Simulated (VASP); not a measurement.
A run of VASP 6.6.1 is set up as follows.

The input INCAR:

```
SYSTEM = Rb
PREC = Accurate
ENCUT = 450
EDIFF = 1E-7
ISMEAR = -1
SIGMA = 0.1
LREAL = .False.
LASPH = .True.
NELM = 120
ALGO = Normal
ISIF = 2
LWAVE = .False.
LCHARG = .False.
GGA = PE
IBRION = 2
NSW = 80
EDIFFG = -0.01
GGA_COMPAT = .False.
NELMIN = 4
```

File KPOINTS:

```
Automatic mesh
0
Gamma
  4 4 2
  0 0 0
```

The input POSCAR:

```
Rb
1.0
    5.0882000000      0.0000000000      0.0000000000
   -2.5441000000      4.4065000000      0.0000000000
    0.0000000000      0.0000000000      8.4421000000
Rb
2
Direct
    0.3333333333      0.6666666667      0.2500000000
    0.6666666667      0.3333333333      0.7500000000
```

Potentials or basis: VASP PAW PBE potentials, release 64 (Rb_sv).

Run with:

```console
$ cat potpaw_PBE.64/Rb_sv/POTCAR > POTCAR
$ mpirun -np 1 vasp_std > vasp.out
```

Task: What does it give for the band gap on the k mesh?

Result: Zero (bands 9 and 10 overlap by 1.71 eV).

Final structure:
```
CELL_PARAMETERS angstrom
5.08820 0.00000 0.00000
-2.54410 4.40650 0.00000
0.00000 0.00000 8.44210
ATOMIC_POSITIONS crystal
Rb 0.33333 0.66667 0.25000
Rb 0.66667 0.33333 0.75000
```

Caveat: the k points lie up to 0.37 Å⁻¹ apart, too coarse for converged energies and pressures of a metal.
